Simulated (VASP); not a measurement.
HfO2:

```
Hf O
1.0
     3.55802    0.00000    0.00000
     0.00000    3.55802    0.00000
     0.00000    0.00000    5.17186
Hf O
2 4
Direct
  0.50000 0.50000 0.50000
  0.00000 0.00000 0.00000
  0.00000 0.50000 0.69721
  0.50000 0.00000 0.80279
  0.50000 0.00000 0.30279
  0.00000 0.50000 0.19721
```

| Property | Result |
| --- | --- |
| Program | VASP 6.6.1 |
| Task | relaxation of cell and atoms |
| Functional | RPBE |
| Potentials or basis | VASP PAW PBE potentials, release 64 (Hf_pv, O) |
| Cutoff | 600 eV |
| k mesh | 3 × 3 × 2 |
| Occupations | gaussian, width 0.01 eV |
| Spin | no spin polarisation |

At the start: pressure 11.5 GPa; volume 10.91 Å³/atom.

Where does the relaxation end?

Over 19 steps the energy falls by 19.9 meV/atom and the volume is 11.56 Å³/atom (+5.9 %); space group P4_2/nmc (No. 137, to 0.05 Å).

Step by step:
| step | energy change (eV) | largest force (eV/Å) | pressure (GPa) | volume (Å³) |
| --- | --- | --- | --- | --- |
| 1 | 0.0000 | 0.1162 | 11.52 | 65.47 |
| 2 | 0.1088 | 0.4569 | -13.37 | 73.19 |
| 3 | -0.1038 | 0.1433 | -0.10 | 68.52 |
| 4 | -0.1039 | 0.1386 | 0.09 | 68.46 |
| 5 | -0.1077 | 0.1298 | 0.10 | 68.56 |
| 6 | -0.1145 | 0.1002 | 0.16 | 68.88 |
| 7 | -0.1152 | 0.0841 | 0.22 | 69.02 |
| 8 | -0.1178 | 0.0555 | 0.04 | 69.18 |
| 9 | -0.1194 | 0.0077 | -0.26 | 69.43 |
| 10 | -0.1195 | 0.0057 | 0.08 | 69.32 |
| 11 | -0.1195 | 0.0026 | 0.03 | 69.34 |
| 12 | -0.1195 | 0.0019 | 0.01 | 69.35 |
| 13 | -0.1195 | 0.0022 | 0.00 | 69.35 |
| 14 | -0.1195 | 0.0024 | 0.01 | 69.35 |
| 15 | -0.1195 | 0.0029 | 0.01 | 69.35 |
| 16 | -0.1195 | 0.0031 | 0.00 | 69.35 |
| 17 | -0.1195 | 0.0026 | -0.01 | 69.35 |
| 18 | -0.1195 | 0.0003 | -0.02 | 69.35 |
| 19 | -0.1195 | 0.0009 | 0.00 | 69.34 |

Final structure:
```cif
data_structure
_symmetry_space_group_name_H-M 'P 1'
_symmetry_Int_Tables_number 1
_cell_length_a 3.6121
_cell_length_b 3.6121
_cell_length_c 5.3142
_cell_angle_alpha 90.000
_cell_angle_beta 90.000
_cell_angle_gamma 90.000
_cell_volume 69.34
loop_
_atom_site_label
_atom_site_type_symbol
_atom_site_fract_x
_atom_site_fract_y
_atom_site_fract_z
_atom_site_occupancy
Hf1 Hf 0.50000 0.50000 0.50000 1
Hf2 Hf 0.00000 0.00000 0.00000 1
O1 O 0.00000 0.50000 0.68868 1
O2 O 0.50000 0.00000 0.81132 1
O3 O 0.50000 0.00000 0.31132 1
O4 O 0.00000 0.50000 0.18868 1
```

Caveat: the k points lie up to 0.59 Å⁻¹ apart in the final cell; the PAW data sets were made with another functional, which shifts forces and pressure a little.
